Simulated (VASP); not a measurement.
# BeSe3 (P6_3/mmc) in VASP: notebook

BeSe3 is run at these levels: PBE; tasks: relaxation of cell and atoms, single point.

All numbers are computed with VASP 6.6.1; they aren't measurements. Logs are shortened: lines on timing, memory, paths and dates and some standing lists are left out, and cuts for length are marked.

## (1) The cell of the first run

It takes space group P6_3/mmc (No. 194, hexagonal). The conventional cell has a = 6.762 Å, b = 6.762 Å, c = 5.304 Å, α = 90.00°, β = 90.00°, γ = 120.00°. Within 4.3 Å of Be (site symmetry -6m2) lie 12 Se at 3.24 to 3.38 Å. Within 4.2 Å of Se (site symmetry mm2) lie 8 Se at 3.23 to 3.53 Å and 4 Be at 3.24 to 3.38 Å.

The cell was generated, and may not be a known phase.

## (2) Relaxation of cell and atoms, PBE

INCAR reads:

```
  PREC = Accurate
  ENCUT = 600
  EDIFF = 1E-6
  ISMEAR = 0
  SIGMA = 0.2
  LREAL = F
  LASPH = T
  NELM = 100
  ALGO = Normal
  ISIF = 3
  LWAVE = F
  LCHARG = F
  GGA = PE
  IBRION = 2
  NSW = 36
  EDIFFG = -0.08
```

KPOINTS reads:

```
Automatic mesh
0
Gamma
  3 3 3
```

POSCAR reads:

```
BeSe3
1.0
    6.7624062500      0.0000000000      0.0000000000
   -3.3812031300      5.8564156000      0.0000000000
    0.0000000000      0.0000000000      5.3036795800
Be Se
2 6
Direct
    0.6666666700      0.3333333300      0.2500000000
    0.3333333300      0.6666666700      0.7500000000
    0.3481700100      0.1740850100      0.7500000000
    0.8259149900      0.1740850100      0.7500000000
    0.8259149900      0.6518299900      0.7500000000
    0.6518299900      0.8259149900      0.2500000000
    0.1740850100      0.8259149900      0.2500000000
    0.1740850100      0.3481700100      0.2500000000
```

Potentials or basis: VASP PAW PBE potentials, release 64 (Be, Se).

Started as:

```console
$ cat potpaw_PBE.64/Be/POTCAR potpaw_PBE.64/Se/POTCAR > POTCAR
$ mpirun -np 1 vasp_std > vasp.out
```

OUTCAR:

```text
PREC = Accurate
   ENCUT = 600
   EDIFF = 1E-6
   ISMEAR = 0
   LREAL = F
   LASPH = T
   NELM = 100
   ISIF = 3
   GGA = PE
   IBRION = 2
   NSW = 36
   EDIFFG = -0.08

 ion  position               nearest neighbor table
   1  0.667  0.333  0.250-
   2  0.333  0.667  0.750-
   3  0.348  0.174  0.750-
   4  0.826  0.174  0.750-
   5  0.826  0.652  0.750-
   6  0.652  0.826  0.250-
   7  0.174  0.826  0.250-
   8  0.174  0.348  0.250-

  LATTYP: Found a hexagonal cell.
 ALAT       =     6.7624062500
 C/A-ratio  =     0.7842888144

  Lattice vectors:

 A1 = (   6.7624062500,   0.0000000000,   0.0000000000)
 A2 = (  -3.3812031300,   5.8564156000,   0.0000000000)
 A3 = (   0.0000000000,   0.0000000000,   5.3036795800)

Analysis of symmetry for initial positions (statically):
=====================================================================
 Subroutine PRICEL returns:
 Original cell was already a primitive cell.

 Routine SETGRP: Setting up the symmetry group for a
 hexagonal supercell.

 Subroutine GETGRP returns: Found 24 space group operations
 (whereof 12 operations were pure point group operations)
 out of a pool of 24 trial point group operations.

The static configuration has the point symmetry D_3d.
 The point group associated with its full space group is D_6h.

Analysis of symmetry for dynamics (positions and initial velocities):
=====================================================================
 Subroutine PRICEL returns:
 Original cell was already a primitive cell.

 Routine SETGRP: Setting up the symmetry group for a
 hexagonal supercell.

 Subroutine GETGRP returns: Found 24 space group operations
 (whereof 12 operations were pure point group operations)
 out of a pool of 24 trial point group operations.

The dynamic configuration has the point symmetry D_3d.
 The point group associated with its full space group is D_6h.

 Subroutine INISYM returns: Found 24 space group operations
 (whereof 12 operations are pure point group operations),
 and found     1 'primitive' translations

----------------------------------------------------------------------------------------

                                     Primitive cell

  volume of cell :     210.0441

  direct lattice vectors                    reciprocal lattice vectors
     6.762406250  0.000000000  0.000000000     0.147876357  0.085376455  0.000000000
    -3.381203130  5.856415600  0.000000000     0.000000000  0.170752909  0.000000000
     0.000000000  0.000000000  5.303679580     0.000000000  0.000000000  0.188548344

  length of vectors
     6.762406250  6.762406250  5.303679580     0.170752909  0.170752909  0.188548344

  position of ions in fractional coordinates (direct lattice)
     0.666666670  0.333333330  0.250000000
     0.333333330  0.666666670  0.750000000
     0.348170010  0.174085010  0.750000000
     0.825914990  0.174085010  0.750000000
     0.825914990  0.651829990  0.750000000
     0.651829990  0.825914990  0.250000000
     0.174085010  0.825914990  0.250000000
     0.174085010  0.348170010  0.250000000

  ion indices of the primitive-cell ions
   primitive index   ion index
                 1           1
                 2           2
                 3           3
                 4           4
                 5           5
                 6           6
                 7           7
                 8           8

----------------------------------------------------------------------------------------

 KPOINTS: Automatic mesh

Automatic generation of k-mesh.
 Grid dimensions read from file:
 generate k-points for:    3    3    3

 Generating k-lattice:

  Cartesian coordinates                     Fractional coordinates (reciprocal lattice)
     0.049292119  0.028458818  0.000000000     0.333333333  0.000000000  0.000000000
     0.000000000  0.056917636  0.000000000     0.000000000  0.333333333  0.000000000
     0.000000000  0.000000000  0.062849448     0.000000000  0.000000000  0.333333333

  Length of vectors
     0.056917636  0.056917636  0.062849448

  Shift w.r.t. Gamma in fractional coordinates (k-lattice)
     0.000000000  0.000000000  0.000000000

 Subroutine IBZKPT returns following result:
 ===========================================

 Found      6 irreducible k-points:

 Following reciprocal coordinates:
            Coordinates               Weight
  0.000000  0.000000  0.000000      1.000000
  0.333333  0.000000  0.000000      6.000000
  0.333333  0.333333  0.000000      2.000000
  0.000000  0.000000  0.333333      2.000000
  0.333333  0.000000  0.333333     12.000000
  0.333333  0.333333  0.333333      4.000000
   k-points           NKPTS =      6   k-points in BZ     NKDIM =      6   number of bands    NBANDS=     25
   number of dos      NEDOS =    301   number of ions     NIONS =      8
   total plane-waves  NPLWV = 122472
   dimension x,y,z NGX =    54 NGY =   54 NGZ =   42
   dimension x,y,z NGXF=   108 NGYF=  108 NGZF=   84
   ions per type =               2   6
   NGX,Y,Z   is equivalent  to a cutoff of  13.28, 13.28, 13.17 a.u.
   NGXF,Y,Z  is equivalent  to a cutoff of  26.55, 26.55, 26.33 a.u.
 SYSTEM =  unknown system
   PREC   = accura    normal or accurate (medium, high low for compatibility)
   ISTART =      0    job   : 0-new  1-cont  2-samecut
   ICHARG =      2    charge: 1-file 2-atom 10-const
   ISPIN  =      1    spin polarized calculation?
   LNONCOLLINEAR =      F non collinear calculations
   LSORBIT =      F    spin-orbit coupling
   LASPH  =      T    aspherical Exc in radial PAW
   ENCUT  =  600.0 eV  44.10 Ry    6.64 a.u.  13.51 13.51 10.59*2*pi/ulx,y,z
   NELM   =    100;   NELMIN=  2; NELMDL= -5     # of ELM steps
   EDIFF  = 0.1E-05   stopping-criterion for ELM
   LREAL  =      F    real-space projection
   EDIFFG = -.8E-01   stopping-criterion for IOM
   NSW    =     36    number of steps for IOM
   IBRION =      2    ionic relax: 0-MD 1-quasi-New 2-CG
   NFREE  =      1    steps in history (QN), initial steepest desc. (CG)
   ISIF   =      3    stress and relaxation
   ISYM   =      2    0-nonsym 1-usesym 2-fastsym
   POTIM  = 0.5000    time-step for ionic-motion
   TEBEG  =    0.0;   TEEND  =   0.0 temperature during run
   PSTRESS=    0.0 pullay stress
   NELECT =      40.0000    total number of electrons
   NUPDOWN=      -1.0000    fix difference up-down
   EMIN   =  10.00;   EMAX   =-10.00  energy-range for DOS
   EFERMI =   0.00;   METHOD = LEGACY
   ISMEAR =     0;   SIGMA  =   0.20  broadening in eV -4-tet -1-fermi 0-gaus
   EFERMI_NEDOS =   21; number of points for ismear=-14 and -15
   IALGO  =     38    algorithm
   IMIX   =      4    mixing-type and parameters
     AMIX     =   0.40;   BMIX     =  1.00
     AMIX_MAG =   1.60;   BMIX_MAG =  1.00
  volume/ion in A,a.u.               =      26.26       177.18
  Fermi-wavevector in a.u.,A,eV,Ry     =   0.941871  1.779878 12.070010  0.887121
  Thomas-Fermi vector in A             =   2.069424
   LORBIT       =      0    0 simple, 1 ext, 2 COOP (PROOUT), +10 PAW based schemes
   GGA     = PE    functional components
   LHFCALC =     F    Hartree Fock is set to
   AEXX    =    0.0000 exact exchange contribution
   IVDW    =     0    specifies the selected vdW correction
   LEPSILON=     F    determine dielectric tensor
   LRPA    =     F    only Hartree local field effects (RPA)
 conjugate gradient relaxation of ions
 non-spin polarized calculation
 Gauss-broadening in eV      SIGMA  =   0.20
  energy-cutoff  :      600.00
  volume of cell :      210.04
 maximum number of plane-waves:      7044
 NGX is ok and might be reduce to    54
   NGX = 27   NGY = 27   NGZ = 21

--------------------------------------- Ionic step        1  -------------------------------------------

 number of electron      39.9999997 magnetization

 Free energy of the ion-electron system (eV)
  ---------------------------------------------------
  ext. energy  EPLUGINS =         0.00000000
  ---------------------------------------------------
  free energy    TOTEN  =       -19.60455055 eV

  energy without entropy =      -19.43523452  energy(sigma->0) =      -19.51989253

------------------------ aborting loop because EDIFF is reached ----------------------------------------

  FORCE on cell =-STRESS in cart. coord.  units (eV):
  Direction    XX          YY          ZZ          XY          YZ          ZX
  --------------------------------------------------------------------------------------
  -------------------------------------------------------------------------------------
  Total      -14.1505592    -14.1505592    -15.9074011      0.0000000      0.0000000      0.0000000
  in kB     -107.9378492   -107.9378491   -121.3387148      0.0000001      0.0000000      0.0000000
  external PRESSURE =    -112.4048044 kB  Pullay stress =       0.0000000 kB
[... 107 lines left out ...]
  FREE ENERGIE OF THE ION-ELECTRON SYSTEM (eV)
  ---------------------------------------------------
  free  energy   TOTEN  =       -22.8251782225 eV

  energy  without entropy=      -22.6838624979  energy(sigma->0) =      -22.75452036

 E-fermi :   5.4145     XC(G=0): -10.0987

 val. band max:        5.3978769968   @ k =   0.0000   0.0000   0.0000
 cond. band min:       5.4413255997   @ k =   0.3333   0.3333   0.3333
 fundamental gap:      0.0434486029
 Fermi energy:         5.4145254386

 k-point     1 :       0.0000    0.0000    0.0000
  band No.  band energies     occupation
      1     -11.0891      2.00000
      2      -9.3118      2.00000
      3      -8.5712      2.00000
      4      -8.5712      2.00000
      5      -7.8388      2.00000
      6      -7.8388      2.00000
[... 157 lines left out ...]
     24       6.9633      0.00000
     25       9.7394      0.00000

 E-fermi :   4.9348     XC(G=0):  -9.8988

 val. band max:        4.9069323992   @ k =   0.3333   0.0000   0.0000
 cond. band min:       5.0157451533   @ k =   0.0000   0.0000   0.0000
 fundamental gap:      0.1088127541
 Fermi energy:         4.9348094620

 k-point     1 :       0.0000    0.0000    0.0000
  band No.  band energies     occupation
      1     -11.1863      2.00000
      2      -9.5175      2.00000
      3      -8.9257      2.00000
      4      -8.9257      2.00000
      5      -8.2085      2.00000
      6      -8.2085      2.00000
[... 157 lines left out ...]
     24       6.3109      0.00000
     25       9.1884      0.00000

[... ionic steps 4 to 29 ...]

--------------------------------------- Ionic step       30  -------------------------------------------

 number of electron      39.9999990 magnetization

------------------------ aborting loop because EDIFF is reached ----------------------------------------
[... 79 lines left out ...]
--------------------------------------- Ionic step       32  -------------------------------------------

 number of electron      39.9999992 magnetization

 Free energy of the ion-electron system (eV)
  ---------------------------------------------------
  ext. energy  EPLUGINS =         0.00000000
  ---------------------------------------------------
  free energy    TOTEN  =       -30.92178862 eV

  energy without entropy =      -30.89163324  energy(sigma->0) =      -30.90671093

 E-fermi :   2.4086     XC(G=0):  -8.7318

 val. band max:        2.1084702397   @ k =   0.3333   0.3333   0.3333
 cond. band min:       2.5309406333   @ k =   0.0000   0.0000   0.0000
 fundamental gap:      0.4224703936
 Fermi energy:         2.4085620746

 k-point     1 :       0.0000    0.0000    0.0000
  band No.  band energies     occupation
      1     -12.4872      2.00000
      2     -11.8783      2.00000
      3     -11.6311      2.00000
      4     -11.6311      2.00000
      5     -11.3313      2.00000
      6     -11.3313      2.00000
[... 192 lines left out ...]
  FREE ENERGIE OF THE ION-ELECTRON SYSTEM (eV)
  ---------------------------------------------------
  free  energy   TOTEN  =       -30.9217886230 eV

  energy  without entropy=      -30.8916332365  energy(sigma->0) =      -30.90671093

 reached required accuracy - stopping structural energy minimisation
```

It took 24 min on 1 thread of Intel Xeon 8259CL, shared host; peak memory 0.38 GiB.

Results:

| Quantity | Value |
| --- | --- |
| Free energy | -30.9218 eV |
| Relaxed volume | 23.26 Å³/atom |
| Relaxed cell | a = 9.066 Å, b = 9.066 Å, c = 2.614 Å, α = 90.00°, β = 90.00°, γ = 120.00° |
| Space group after relaxing (to 0.1 Å) | P6_3/mmc (No. 194) |
| Energy gained by relaxing | 1414.7 meV/atom |
| Ionic steps | 32 |
| Pressure after relaxing | -0.3 GPa |
| Largest force after relaxing | 0.034 eV/Å |
| Band gap on the k mesh | zero (bands 20 and 21 overlap by 5.18 eV) |

Forces on the atoms (eV/Å):
```
Be   0.000  0.000  0.000
Be   0.000  0.000  0.000
Se  -0.030 -0.017  0.000
Se   0.030 -0.017  0.000
Se   0.000  0.034  0.000
Se   0.030  0.017  0.000
Se  -0.030  0.017  0.000
Se   0.000 -0.034  0.000
```

Stress tensor (GPa, compression positive):
```
-0.23  0.00  0.00
 0.00 -0.23  0.00
 0.00  0.00 -0.41
```

The path:
```
step  energy change (eV)  largest force (eV/Å)  pressure (GPa)  volume (Å³)
   1              0.0000                0.6116          -11.24       210.04
   2             -3.0161                0.4194           -4.60       158.87
   3             -3.2206                0.2736           -0.27       147.55
   4             -3.2227                0.2524            0.35       146.25
   5             -3.3071                0.2733            0.53       146.25
   6             -3.7570                0.3207            1.29       145.94
   7             -5.2701                0.0087            3.63       143.88
   8             -5.7479                1.8530           21.36       133.41
   9             -6.2484                1.0766           12.16       138.56
  10             -6.2353                1.3509           15.17       136.73
  11             -6.2424                1.3561           15.18       136.78
  12             -6.2622                1.3717           15.23       136.95
  13             -6.2951                1.4079           15.35       137.27
  14             -6.3370                1.4902           15.66       137.87
  15             -6.3029                1.6062           16.73       138.91
  16             -6.3323                1.5634           16.28       138.56
  17             -6.3901                1.5134           15.81       139.09
  18             -6.5540                1.3680           14.45       140.68
  19             -6.8420                1.0977           11.89       143.91
  20             -7.2815                0.6298            7.41       150.49
  21             -7.7324                0.0794            0.63       164.12
  22             -7.7846                0.3155           -1.60       170.34
  23             -7.7862                0.3666           -2.08       171.84
  24             -7.8641                0.4031           -2.23       172.71
  25             -8.0899                0.4192           -2.50       175.18
  26             -8.9826                0.5025           -2.81       179.54
  27            -11.2487                0.0674           -1.42       185.71
  28            -11.2740                0.0161            0.68       186.80
  29            -11.3165                0.0262           -0.43       186.34
  30            -11.3145                0.0142           -0.12       186.48
  31            -11.3171                0.0388           -0.32       185.99
  32            -11.3172                0.0343           -0.29       186.08
```

Final structure:
```
Be Se
1.0
     9.06633    0.00000    0.00000
    -4.53317    7.85167    0.00000
     0.00000    0.00000    2.61398
Be Se
2 6
Direct
  0.66667 0.33333 0.25000
  0.33333 0.66667 0.75000
  0.41400 0.20700 0.75000
  0.79300 0.20700 0.75000
  0.79300 0.58600 0.75000
  0.58600 0.79300 0.25000
  0.20700 0.79300 0.25000
  0.20700 0.41400 0.25000
```

Caveat: the k points lie up to 0.80 Å⁻¹ apart in the final cell, too coarse for converged energies and pressures of a metal; a cell axis changed by over 15 % at a fixed basis, so the end point is rough; this functional lacks dispersion, which binds layers or chains, so the pressure and a relaxed spacing across them are unreliable; the relaxation stopped at a loose force limit of 0.08 eV/Å, so its end isn't a converged minimum.

## (3) Single point, PBE

This run uses another cell than the first one, of 38.75 Å³/atom.

INCAR reads:

```
PREC = Accurate
ENCUT = 520
EDIFF = 1E-6
ISMEAR = 0
SIGMA = 0.1
LREAL = False
LASPH = True
NELM = 80
ALGO = Normal
ISIF = 2
LWAVE = False
LCHARG = False
GGA = PE
NBANDS = 30
```

KPOINTS reads:

```
regular mesh
0
Gamma
  3 3 12
```

POSCAR reads:

```
BeSe3
1.0
   11.8148542284      0.0000000000      0.0000000000
   -5.9074271142     10.2319639038      0.0000000000
    0.0000000000      0.0000000000      2.5646564754
Be Se
2 6
Direct
    0.6666666667      0.3333333333      0.2500000000
    0.3333333333      0.6666666667      0.7500000000
    0.4685119309      0.2342559655      0.7500000000
    0.7657440345      0.2342559655      0.7500000000
    0.7657440345      0.5314880691      0.7500000000
    0.5314880691      0.7657440345      0.2500000000
    0.2342559655      0.7657440345      0.2500000000
    0.2342559655      0.4685119309      0.2500000000
```

Potentials or basis: VASP PAW PBE potentials, release 64 (Be, Se).

Started as:

```console
$ cat potpaw_PBE.64/Be/POTCAR potpaw_PBE.64/Se/POTCAR > POTCAR
$ mpirun -np 1 vasp_std > vasp.out
```

Run time: 4.2 min. Hardware: 1 thread of Intel Xeon 8259CL, shared host; peak memory 0.49 GiB.

It converged, with:

```yaml
Free_energy: -28.1767 eV
Pressure: 0.0 GPa
Largest_force: 0.008 eV/Å
Band_gap_on_the_k_mesh: zero (bands 20 and 21 overlap by 5.05 eV)
```

Forces on the atoms (eV/Å):
```
Be   0.000  0.000  0.000
Be   0.000  0.000  0.000
Se  -0.007 -0.004  0.000
Se   0.007 -0.004  0.000
Se   0.000  0.008  0.000
Se   0.007  0.004  0.000
Se  -0.007  0.004  0.000
Se   0.000 -0.008  0.000
```

Levels at points of the mesh, in eV from the Fermi level:
```csv
k point,band 14,band 15,band 16,band 17,band 18,band 19,band 20,band 21,band 22,band 23
"(0.00, 0.00, 0.00)",-2.73,-2.39,-2.39,-2.27,-1.85,3.09,4.14,4.36,4.36,4.42
"(0.00, 0.00, 0.50)",-3.30,-0.57,-0.57,-0.57,-0.57,0.55,0.55,0.55,0.55,0.82
```

Caveat: this functional lacks dispersion, which binds layers or chains, so the pressure and a relaxed spacing across them are unreliable.

The gap in the log of VASP goes by the Fermi energy; the results here count the filled bands.